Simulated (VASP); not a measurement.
Set up this calculation in VASP 6.6.1, as the native input.

```yaml
Task: single point
Functional: PBE
Potentials_or_basis: VASP PAW PBE potentials, release 64 (Al, H)
Cutoff: 520 eV
k_mesh: 4 × 6 × 6
Occupations: gaussian, width 0.1 eV
Spin: no spin polarisation
Dipole_correction: no
Further_INCAR_settings: ALGO = Normal; EDIFF = 1e-06; NBANDS = 13
```

The structure of AlH5 lies in POSCAR:

```
AlH5
1.0
    4.4919406100      0.0000000000      0.0000000000
    0.0000000000      3.2061850300      2.1860035800
    0.0000000000     -3.2061850300      2.1860035800
Al H
1 5
Direct
    0.0000000000      0.3447248800      0.3447248800
    0.3890676400      0.4310254400      0.8444107900
    0.6109323600      0.8444107900      0.4310254400
    0.3890676400      0.8444107900      0.4310254400
    0.6109323600      0.4310254400      0.8444107900
    0.0000000000      0.8732553400      0.8732553400
```

The cell was generated, and may not be a known phase.

These files were run (other wordings do the same):

INCAR

```
ALGO = Normal
EDIFF = 1E-6
ENCUT = 520
GGA = PE
ISIF = 2
ISMEAR = 0
LASPH = T
LCHARG = F
LREAL = F
LWAVE = F
NBANDS = 13
NELM = 80
PREC = Accurate
SIGMA = 0.1
```

KPOINTS

```
k-points
0
Gamma
  4 6 6
```

Potentials or basis: VASP PAW PBE potentials, release 64 (Al, H).

Command:

```sh
$ cat potpaw_PBE.64/Al/POTCAR potpaw_PBE.64/H/POTCAR > POTCAR
$ mpirun -np 1 vasp_std > vasp.out
```

Results of the run:

```
Pressure               : -9.1 GPa
Largest force          : 2.931 eV/Å
Band gap on the k mesh : zero (bands 4 and 5 overlap by 2.50 eV)
```

Caveat: the stress differs along the axes, from -16 to -5 GPa; forces of over 1 eV/Å act on the atoms, so gaps and moduli don't describe the material at rest.

It took 14 s on 1 thread of Intel(R) Xeon(R) 6975P-C (Granite Rapids), on a shared host, peak memory 0.18 GiB.
